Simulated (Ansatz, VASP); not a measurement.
Given: the input of a run of VASP 6.6.1 on Hf2Pd2Se2Br2O3.

File INCAR:

```
SYSTEM = Hf2Pd2Se2Br2O3
PREC = Accurate ; ENCUT = 600
EDIFF = 1E-6 ; ISMEAR = -1
SIGMA = 0.05 ; LREAL = .FALSE.
LASPH = .TRUE. ; NELM = 100
ALGO = Normal ; ISIF = 3
LWAVE = .FALSE. ; LCHARG = .FALSE.
GGA = PS ; IBRION = 2
NSW = 60 ; EDIFFG = -0.01
```

KPOINTS

```
Automatic mesh
0
G
  4 4 3
  0 0 0
```

The input POSCAR:

```
Hf2Pd2Se2Br2O3
1.0
    5.7589900000      0.0000000000      0.0000000000
   -2.8794900000      4.9874300000      0.0000000000
    0.0000000000      0.0000000000      8.5254700000
Hf Pd Se Br O
2 2 2 2 3
Direct
    0.3333300000      0.6666700000      0.5420100000
    0.6666700000      0.3333300000      0.5420100000
    0.3333300000      0.6666700000      0.1288000000
    0.6666700000      0.3333300000      0.1288000000
    0.3333300000      0.6666700000      0.8557200000
    0.6666700000      0.3333300000      0.8557200000
    0.0000000000      0.0000000000      0.1389500000
    0.0000000000      0.0000000000      0.6538400000
    0.5000000000      0.0000000000      0.4296300000
    0.0000000000      0.5000000000      0.4296300000
    0.5000000000      0.5000000000      0.4296300000
```

Potentials or basis: VASP PAW PBE potentials, release 64 (Hf_pv, Pd, Se, Br, O).

Run with:

```console
$ cat potpaw_PBE.64/Hf_pv/POTCAR potpaw_PBE.64/Pd/POTCAR potpaw_PBE.64/Se/POTCAR potpaw_PBE.64/Br/POTCAR potpaw_PBE.64/O/POTCAR > POTCAR
$ mpirun -np 1 vasp_std > vasp.out
```

Set up the same calculation for Ansatz 0.2.0. Potentials there: Ansatz PAW.

As run (the cutoff follows the program's own potentials):

Contents of input.yaml:

```yaml
crystal:
  lattice:
    - [5.75899, 0.0, 0.0]
    - [-2.87949, 4.98743, 0.0]
    - [0.0, 0.0, 8.52547]
  atoms:
    - { symbol: Hf, position: [0.33333, 0.66667, 0.54201] }
    - { symbol: Hf, position: [0.66667, 0.33333, 0.54201] }
    - { symbol: Pd, position: [0.33333, 0.66667, 0.1288] }
    - { symbol: Pd, position: [0.66667, 0.33333, 0.1288] }
    - { symbol: Se, position: [0.33333, 0.66667, 0.85572] }
    - { symbol: Se, position: [0.66667, 0.33333, 0.85572] }
    - { symbol: Br, position: [0.0, 0.0, 0.13895] }
    - { symbol: Br, position: [0.0, 0.0, 0.65384] }
    - { symbol: O, position: [0.5, 0.0, 0.42963] }
    - { symbol: O, position: [0.0, 0.5, 0.42963] }
    - { symbol: O, position: [0.5, 0.5, 0.42963] }
hamiltonian:
  xc: pbesol
  pseudopotentials: { kind: paw }
kpoints:
  mp_grid: { grid: [4, 4, 3] }
scf:
  occupations: { method: fermi_dirac, width: 0.05 }
output:
  forces: true
  stress: true
  eigenvalues: true
relax:
  f_tol: 0.01
  max_steps: 40
  cell: { stress_tol: 0.05 }
```

Potentials or basis: Ansatz PAW.

The run is started by

```sh
$ ansatz run input.yaml --threads 8 --pin off --max-ram 20480MiB --backend cpu --events-out ev --progress --plain --runs-dir out
```

Both were run:

|  | VASP | Ansatz | Ansatz less VASP |
| --- | --- | --- | --- |
| gap on the k mesh at the Fermi level, each at its own relaxed structure (eV) | none | none | - |
| relaxed volume (Å³/atom) | 19.99 | 20.08 | +0.092 |
| relaxed length of the cell vector where the two differ most in proportion (Å) | 5.582 | 5.591 | +0.0084 |

VASP's potentials were made for PBE, not for PBEsol. A gap of «none» marks a metal or a gap that the smearing closes. VASP's potentials hold 84 valence electrons a cell and Ansatz's 152, so a difference there can come from the potentials and not from the codes.

Neither program's run includes spin-orbit coupling. Noted on Ansatz's run: the plane-wave basis is chosen anew once the cell has moved, so the energies of steps on either side of that aren't comparable.
